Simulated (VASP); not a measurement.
# AlNi (rocksalt type) (Fm-3m) in VASP: a series of runs

The runs below take AlNi (rocksalt type) through single point, with PBE.

Everything below comes from runs of VASP 6.6.1. Logs are shortened: lines on timing, memory, paths and dates and some standing lists are left out, and cuts for length are marked.

**1. The cell of the first run**

Symmetry: Fm-3m, No. 225, cubic system. The conventional cell has a = 4.473 Å, b = 4.473 Å, c = 4.473 Å, α = 90.00°, β = 90.00°, γ = 90.00°. Ni (site symmetry m-3m) has 6 Al at 2.24 Å within 3.0 Å. Al (site symmetry m-3m) has 6 Ni at 2.24 Å within 3.0 Å.

**2. Single point, PBE (volume scaled by 0.78, to set the pressure)**

The input, INCAR:

```
ALGO     = Normal         # electronic algorithm
EDIFF    = 1E-6           # SCF threshold, eV
ENCUT    = 520            # plane-wave cutoff, eV
GGA      = PE             # functional
ISIF     = 2              # what is computed and relaxed
ISMEAR   = -1             # smearing method
LASPH    = True           # aspherical terms in the spheres
LCHARG   = False          # write CHGCAR
LREAL    = False          # projectors in reciprocal space
LWAVE    = False          # write WAVECAR
NBANDS   = 14             # bands
NELM     = 100            # most SCF steps
PREC     = Accurate       # precision mode
SIGMA    = 0.08           # smearing width, eV
```

The input, KPOINTS:

```
k-points
0
Gamma
  15 15 15
```

The input, POSCAR:

```
AlNi
1.0
    0.0000000000      2.2363821346      2.2363821346
    2.2363821346      0.0000000000      2.2363821346
    2.2363821346      2.2363821346      0.0000000000
Ni Al
1 1
Direct
    0.0000000000      0.0000000000      0.0000000000
    0.5000000000      0.5000000000      0.5000000000
```

Potentials or basis: VASP PAW PBE potentials, release 64 (Ni, Al).

Command:

```bash
$ cat potpaw_PBE.64/Ni/POTCAR potpaw_PBE.64/Al/POTCAR > POTCAR
$ mpirun -np 1 vasp_std > vasp.out
```

OUTCAR:

```text
EDIFF = 1E-6
   ENCUT = 520
   GGA = PE
   ISIF = 2
   ISMEAR = -1
   LASPH = True
   LREAL = False
   NELM = 100
   PREC = Accurate

 ion  position               nearest neighbor table
   1  0.000  0.000  0.000-   2 2.24   2 2.24   2 2.24   2 2.24   2 2.24   2 2.24
   2  0.500  0.500  0.500-   1 2.24   1 2.24   1 2.24   1 2.24   1 2.24   1 2.24

  LATTYP: Found a face centered cubic cell.
 ALAT       =     4.4727642692

  Lattice vectors:

 A1 = (   0.0000000000,   2.2363821346,   2.2363821346)
 A2 = (   2.2363821346,   0.0000000000,   2.2363821346)
 A3 = (   2.2363821346,   2.2363821346,   0.0000000000)

Analysis of symmetry for initial positions (statically):
=====================================================================
 Subroutine PRICEL returns:
 Original cell was already a primitive cell.

 Routine SETGRP: Setting up the symmetry group for a
 face centered cubic supercell.

 Subroutine GETGRP returns: Found 48 space group operations
 (whereof 48 operations were pure point group operations)
 out of a pool of 48 trial point group operations.

The static configuration has the point symmetry O_h .

Analysis of symmetry for dynamics (positions and initial velocities):
=====================================================================
 Subroutine PRICEL returns:
 Original cell was already a primitive cell.

 Routine SETGRP: Setting up the symmetry group for a
 face centered cubic supercell.

 Subroutine GETGRP returns: Found 48 space group operations
 (whereof 48 operations were pure point group operations)
 out of a pool of 48 trial point group operations.

The dynamic configuration has the point symmetry O_h .

 Subroutine INISYM returns: Found 48 space group operations
 (whereof 48 operations are pure point group operations),
 and found     1 'primitive' translations

----------------------------------------------------------------------------------------

                                     Primitive cell

  volume of cell :      22.3701

  direct lattice vectors                    reciprocal lattice vectors
     0.000000000  2.236382135  2.236382135    -0.223575386  0.223575386  0.223575386
     2.236382135  0.000000000  2.236382135     0.223575386 -0.223575386  0.223575386
     2.236382135  2.236382135  0.000000000     0.223575386  0.223575386 -0.223575386

  length of vectors
[... 84 lines left out ...]
   EDIFFG = 0.1E-04   stopping-criterion for IOM
   NSW    =      0    number of steps for IOM
   IBRION =     -1    ionic relax: 0-MD 1-quasi-New 2-CG
   NFREE  =      0    steps in history (QN), initial steepest desc. (CG)
   ISIF   =      2    stress and relaxation
   ISYM   =      2    0-nonsym 1-usesym 2-fastsym
   POTIM  = 0.5000    time-step for ionic-motion
   TEBEG  =    0.0;   TEEND  =   0.0 temperature during run
   PSTRESS=    0.0 pullay stress
   NELECT =      13.0000    total number of electrons
   NUPDOWN=      -1.0000    fix difference up-down
   EMIN   =  10.00;   EMAX   =-10.00  energy-range for DOS
   EFERMI =   0.00;   METHOD = LEGACY
   ISMEAR =    -1;   SIGMA  =   0.08  broadening in eV -4-tet -1-fermi 0-gaus
   EFERMI_NEDOS =   21; number of points for ismear=-14 and -15
   IALGO  =     38    algorithm
   IMIX   =      4    mixing-type and parameters
     AMIX     =   0.40;   BMIX     =  1.00
     AMIX_MAG =   1.60;   BMIX_MAG =  1.00
  volume/ion in A,a.u.               =      11.19        75.48
  Fermi-wavevector in a.u.,A,eV,Ry     =   1.366155  2.581658 25.393630  1.866379
  Thomas-Fermi vector in A             =   2.492320
   LORBIT       =      0    0 simple, 1 ext, 2 COOP (PROOUT), +10 PAW based schemes
   GGA     = PE    functional components
   LHFCALC =     F    Hartree Fock is set to
   AEXX    =    0.0000 exact exchange contribution
   IVDW    =     0    specifies the selected vdW correction
   LEPSILON=     F    determine dielectric tensor
   LRPA    =     F    only Hartree local field effects (RPA)
 non-spin polarized calculation
  energy-cutoff  :      520.00
  volume of cell :       22.37
 maximum number of plane-waves:       612
   NGX = 11   NGY = 11   NGZ = 11

 number of electron      13.0000008 magnetization

 Free energy of the ion-electron system (eV)
  ---------------------------------------------------
  ext. energy  EPLUGINS =         0.00000000
  ---------------------------------------------------
  free energy    TOTEN  =        -8.57394898 eV

  energy without entropy =       -8.56206055  energy(sigma->0) =       -8.56800477

 E-fermi :  11.0196     XC(G=0): -12.2957

 val. band max:       10.9882047688   @ k =   0.4667   0.2000   0.0667
 cond. band min:      11.0937572487   @ k =   0.4667   0.2667   0.0000
 fundamental gap:      0.1055524799
 Fermi energy:        11.0195803740

 k-point     1 :       0.0000    0.0000    0.0000
  band No.  band energies     occupation
      1      -0.6027      2.00000
      2       8.0259      2.00000
      3       8.0259      2.00000
      4       8.0259      2.00000
      5       8.1849      2.00000
      6       8.1849      2.00000
      7      19.3478      0.00000
      8      19.3478      0.00000
      9      19.3478      0.00000
     10      22.6282      0.00000
     11      22.6282      0.00000
     12      22.6282      0.00000
     13      23.1157      0.00000
     14      27.9780      0.00000
[... 377 lines left out ...]
      1       0.3099      2.00000
      2       7.6937      2.00000
      3       7.8464      2.00000
      4       8.1402      2.00000
      5       8.2496      2.00000
      6       8.3674      2.00000
      7      16.2092      0.00000
      8      17.0229      0.00000
      9      19.2284      0.00000
     10      20.3485      0.00000
     11      21.0083      0.00000
     12      24.8447      0.00000
     13      25.1207      0.00000
     14      27.8033      0.00000

 [... further k-points ...]
[... 5 lines left out ...]
  --------------------------------------------------------------------------------------
  -------------------------------------------------------------------------------------
  Total        6.4542529      6.4542529      6.4542529      0.0000000      0.0000000      0.0000000
  in kB      462.2623484    462.2623484    462.2623484      0.0000000      0.0000000      0.0000000
  external PRESSURE =     462.2623484 kB  Pullay stress =       0.0000000 kB

 VOLUME and BASIS-vectors are now :
 -----------------------------------------------------------------------------
  energy-cutoff  :      520.00
  volume of cell :       22.37
      direct lattice vectors                 reciprocal lattice vectors
     0.000000000  2.236382135  2.236382135    -0.223575386  0.223575386  0.223575386
     2.236382135  0.000000000  2.236382135     0.223575386 -0.223575386  0.223575386
     2.236382135  2.236382135  0.000000000     0.223575386  0.223575386 -0.223575386

 POSITION                                       TOTAL-FORCE (eV/Angst)
 -----------------------------------------------------------------------------------
      0.00000      0.00000      0.00000         0.000000      0.000000      0.000000
      2.23638      2.23638      2.23638         0.000000      0.000000      0.000000
 -----------------------------------------------------------------------------------
    total drift:                                0.000000     -0.000000     -0.000000

  FREE ENERGIE OF THE ION-ELECTRON SYSTEM (eV)
  ---------------------------------------------------
  free  energy   TOTEN  =        -8.5739489818 eV

  energy  without entropy=       -8.5620605497  energy(sigma->0) =       -8.56800477
```

OSZICAR:

```text
N       E                     dE             d eps       ncg     rms          rms(c)
DAV:   1     0.446878723391E+02    0.44688E+02   -0.54958E+03  3446   0.101E+03
DAV:   2    -0.763226424193E+01   -0.52320E+02   -0.47724E+02  3696   0.185E+02
DAV:   3    -0.948390387034E+01   -0.18516E+01   -0.18375E+01  4166   0.384E+01
DAV:   4    -0.950846611627E+01   -0.24562E-01   -0.24556E-01  3894   0.404E+00
DAV:   5    -0.950918047043E+01   -0.71435E-03   -0.71434E-03  4166   0.739E-01    0.102E+01
DAV:   6    -0.102119872027E+02   -0.70281E+00   -0.21482E+01  3738   0.722E+01    0.100E+01
DAV:   7    -0.859300131732E+01    0.16190E+01   -0.66907E+00  3942   0.438E+01    0.124E+00
DAV:   8    -0.858371466529E+01    0.92867E-02   -0.83371E-02  4276   0.308E+00    0.102E+00
DAV:   9    -0.857404051788E+01    0.96741E-02   -0.31692E-02  4202   0.249E+00    0.151E-01
DAV:  10    -0.857396162108E+01    0.78897E-04   -0.60307E-04  4506   0.333E-01    0.751E-02
DAV:  11    -0.857395100573E+01    0.10615E-04   -0.32980E-05  5286   0.626E-02    0.298E-02
DAV:  12    -0.857394866229E+01    0.23434E-05   -0.82938E-06  3902   0.389E-02    0.875E-03
DAV:  13    -0.857394898179E+01   -0.31950E-06   -0.90504E-07  2034   0.135E-02
   1 F= -.85739490E+01 E0= -.85680048E+01  d E =-.118884E-01
```

It took 18 s on 1 thread of Intel Xeon 6975P-C, shared host; peak memory 0.16 GiB.

Results:

* Free energy: -8.5739 eV
* Pressure: 46.2 GPa

Caveat: the cell differs from its parent crystal (volume scaled by 0.78, to set the pressure). Spin polarisation is off, so any magnetic state and its effect on volume and gap are missing.

**3. Single point, PBE**

The input, INCAR:

```
SYSTEM = AlNi
PREC = Accurate
ENCUT = 520
EDIFF = 1E-6
ISMEAR = -1
SIGMA = 0.08
LREAL = .False.
LASPH = .True.
NELM = 80
ALGO = Normal
ISIF = 2
LWAVE = .False.
LCHARG = .True.
GGA = PE
LELF = .True.
LVHAR = .True.
NBANDS = 14
```

The input, KPOINTS:

```
Automatic mesh
0
Gamma
  15 15 15
  0 0 0
```

The input, POSCAR:

```
AlNi
1.0
    0.0000000000      2.2372890788      2.2372890788
    2.2372890788      0.0000000000      2.2372890788
    2.2372890788      2.2372890788      0.0000000000
Ni Al
1 1
Direct
    0.0000000000      0.0000000000      0.0000000000
    0.5000000000      0.5000000000      0.5000000000
```

Potentials or basis: VASP PAW PBE potentials, release 64 (Ni, Al).

Command:

```bash
$ cat potpaw_PBE.64/Ni/POTCAR potpaw_PBE.64/Al/POTCAR > POTCAR
$ mpirun -np 1 vasp_std > vasp.out
```

It took 21 s on 1 thread of Intel Xeon 6975P-C, shared host; peak memory 0.17 GiB.

It converged, with:

- Free energy: -8.5818 eV
- Pressure: 45.9 GPa

Levels at points of the mesh, in eV from the Fermi level:
```csv
k point,band 2,band 3,band 4,band 5,band 6,band 7,band 8,band 9,band 10,band 11
"(0.00, 0.00, 0.00)",-2.99,-2.99,-2.99,-2.83,-2.83,8.32,8.32,8.32,11.60,11.60
```

**4. Single point, PBE**

The input, INCAR:

```
SYSTEM = AlNi
PREC     = Accurate       ! precision mode
ENCUT    = 520            ! plane-wave cutoff, eV
EDIFF    = 1E-7           ! SCF threshold, eV
ISMEAR   = -1             ! smearing method
SIGMA    = 0.08           ! smearing width, eV
LREAL    = .FALSE.        ! projectors in reciprocal space
LASPH    = .TRUE.         ! aspherical terms in the spheres
NELM     = 60             ! most SCF steps
ALGO     = Normal         ! electronic algorithm
ISIF     = 2              ! what is computed and relaxed
LWAVE    = .FALSE.        ! write WAVECAR
LCHARG   = .FALSE.        ! write CHGCAR
GGA      = PE             ! functional
NBANDS   = 14             ! bands
```

The input, KPOINTS:

```
regular mesh
0
G
  15 15 15
  0 0 0
```

The input, POSCAR:

```
AlNi
1.0
    0.0000000000      2.2368645872      2.2368645872
    2.2368645872      0.0000000000      2.2368645872
    2.2368645872      2.2368645872      0.0000000000
Ni Al
1 1
Direct
    0.0000000000      0.0000000000      0.0000000000
    0.5000000000      0.5000000000      0.5000000000
```

Potentials or basis: VASP PAW PBE potentials, release 64 (Ni, Al).

Command:

```bash
$ cat potpaw_PBE.64/Ni/POTCAR potpaw_PBE.64/Al/POTCAR > POTCAR
$ mpirun -np 1 vasp_std > vasp.out
```

OUTCAR:

```text
SYSTEM = AlNi
   PREC = Accurate
   ENCUT = 520
   EDIFF = 1E-7
   ISMEAR = -1
   LREAL = .FALSE.
   LASPH = .TRUE.
   NELM = 60
   ISIF = 2
   GGA = PE

 ion  position               nearest neighbor table
   1  0.000  0.000  0.000-   2 2.24   2 2.24   2 2.24   2 2.24   2 2.24   2 2.24
   2  0.500  0.500  0.500-   1 2.24   1 2.24   1 2.24   1 2.24   1 2.24   1 2.24

  LATTYP: Found a face centered cubic cell.
 ALAT       =     4.4737291744

  Lattice vectors:

 A1 = (   0.0000000000,   2.2368645872,   2.2368645872)
 A2 = (   2.2368645872,   0.0000000000,   2.2368645872)
 A3 = (   2.2368645872,   2.2368645872,   0.0000000000)

Analysis of symmetry for initial positions (statically):
=====================================================================
 Subroutine PRICEL returns:
 Original cell was already a primitive cell.

 Routine SETGRP: Setting up the symmetry group for a
 face centered cubic supercell.

 Subroutine GETGRP returns: Found 48 space group operations
 (whereof 48 operations were pure point group operations)
 out of a pool of 48 trial point group operations.

The static configuration has the point symmetry O_h .

Analysis of symmetry for dynamics (positions and initial velocities):
[... 164 lines left out ...]

 k-point     1 :       0.0000    0.0000    0.0000
  band No.  band energies     occupation
      1      -0.6071      2.00000
      2       8.0191      2.00000
      3       8.0191      2.00000
      4       8.0191      2.00000
      5       8.1777      2.00000
      6       8.1777      2.00000
      7      19.3333      0.00000
      8      19.3333      0.00000
      9      19.3333      0.00000
     10      22.6154      0.00000
     11      22.6154      0.00000
     12      22.6154      0.00000
     13      23.1051      0.00000
     14      27.9625      0.00000
[... 377 lines left out ...]
      1       0.3051      2.00000
      2       7.6873      2.00000
      3       7.8394      2.00000
      4       8.1332      2.00000
      5       8.2426      2.00000
      6       8.3602      2.00000
      7      16.1968      0.00000
      8      17.0102      0.00000
      9      19.2142      0.00000
     10      20.3364      0.00000
     11      20.9945      0.00000
     12      24.8307      0.00000
     13      25.1064      0.00000
     14      27.7876      0.00000

 [... further k-points ...]
[... 5 lines left out ...]
  --------------------------------------------------------------------------------------
  -------------------------------------------------------------------------------------
  Total        6.4371699      6.4371699      6.4371699      0.0000000      0.0000000     -0.0000000
  in kB      460.7405945    460.7405945    460.7405945      0.0000000      0.0000000     -0.0000000
  external PRESSURE =     460.7405945 kB  Pullay stress =       0.0000000 kB

 VOLUME and BASIS-vectors are now :
 -----------------------------------------------------------------------------
  energy-cutoff  :      520.00
  volume of cell :       22.38
      direct lattice vectors                 reciprocal lattice vectors
     0.000000000  2.236864587  2.236864587    -0.223527165  0.223527165  0.223527165
     2.236864587  0.000000000  2.236864587     0.223527165 -0.223527165  0.223527165
     2.236864587  2.236864587  0.000000000     0.223527165  0.223527165 -0.223527165

 POSITION                                       TOTAL-FORCE (eV/Angst)
 -----------------------------------------------------------------------------------
      0.00000      0.00000      0.00000         0.000000     -0.000000      0.000000
      2.23686      2.23686      2.23686        -0.000000      0.000000     -0.000000
 -----------------------------------------------------------------------------------
    total drift:                                0.000000     -0.000000     -0.000000

  FREE ENERGIE OF THE ION-ELECTRON SYSTEM (eV)
  ---------------------------------------------------
  free  energy   TOTEN  =        -8.5781223980 eV

  energy  without entropy=       -8.5662254078  energy(sigma->0) =       -8.57217390
```

OSZICAR:

```text
N       E                     dE             d eps       ncg     rms          rms(c)
DAV:   1     0.434386959306E+02    0.43439E+02   -0.54578E+03  3504   0.100E+03
DAV:   2    -0.768378405162E+01   -0.51122E+02   -0.46577E+02  3642   0.183E+02
DAV:   3    -0.948804005595E+01   -0.18043E+01   -0.17908E+01  4178   0.379E+01
DAV:   4    -0.951270173484E+01   -0.24662E-01   -0.24656E-01  3910   0.400E+00
DAV:   5    -0.951342108822E+01   -0.71935E-03   -0.71934E-03  4166   0.724E-01    0.102E+01
DAV:   6    -0.102186150945E+02   -0.70519E+00   -0.21514E+01  3792   0.723E+01    0.100E+01
DAV:   7    -0.859711557621E+01    0.16215E+01   -0.67020E+00  3942   0.439E+01    0.124E+00
DAV:   8    -0.858788465266E+01    0.92309E-02   -0.83810E-02  4206   0.308E+00    0.102E+00
DAV:   9    -0.857821352208E+01    0.96711E-02   -0.31679E-02  4248   0.249E+00    0.151E-01
DAV:  10    -0.857813488991E+01    0.78632E-04   -0.60295E-04  4490   0.333E-01    0.753E-02
DAV:  11    -0.857812431897E+01    0.10571E-04   -0.32689E-05  5328   0.623E-02    0.300E-02
DAV:  12    -0.857812197038E+01    0.23486E-05   -0.83774E-06  4304   0.391E-02    0.872E-03
DAV:  13    -0.857812229829E+01   -0.32791E-06   -0.10015E-06  4268   0.134E-02    0.254E-03
DAV:  14    -0.857812239803E+01   -0.99739E-07   -0.48306E-08  2100   0.303E-03
   1 F= -.85781224E+01 E0= -.85721739E+01  d E =-.118970E-01
```

Run time: 22 s. Hardware: 1 thread of Intel Xeon 6975P-C, shared host; peak memory 0.16 GiB.

Results:

* Free energy: -8.5781 eV
* Pressure: 46.1 GPa

[end of part 1 of 2]
